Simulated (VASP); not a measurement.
Here is a VASP 6.6.1 calculation.

File INCAR:

```
SYSTEM = Na
PREC = Accurate ; ENCUT = 520
EDIFF = 1E-7 ; ISMEAR = -1
SIGMA = 0.1 ; LREAL = .FALSE.
LASPH = .TRUE. ; NELM = 60
ALGO = Normal ; ISIF = 2
LWAVE = .FALSE. ; LCHARG = .FALSE.
GGA = PS ; NBANDS = 10
```

KPOINTS

```
regular mesh
0
G
  11 11 11
  0 0 0
```

Contents of POSCAR:

```
Na
1.0
    3.4763944689      0.0000000000      0.0000000000
    0.0000000000      3.4763944689      0.0000000000
    0.0000000000      0.0000000000      3.4763944689
Na
1
Direct
    0.0000000000      0.0000000000      0.0000000000
```

Potentials or basis: VASP PAW PBE potentials, release 64 (Na_pv).

The run is started by

```bash
$ cat potpaw_PBE.64/Na_pv/POTCAR > POTCAR
$ mpirun -np 1 vasp_std > vasp.out
```

What does it give for the pressure?

-0.4 GPa.

Caveat: the PAW data sets were made with another functional, which shifts forces and pressure a little.
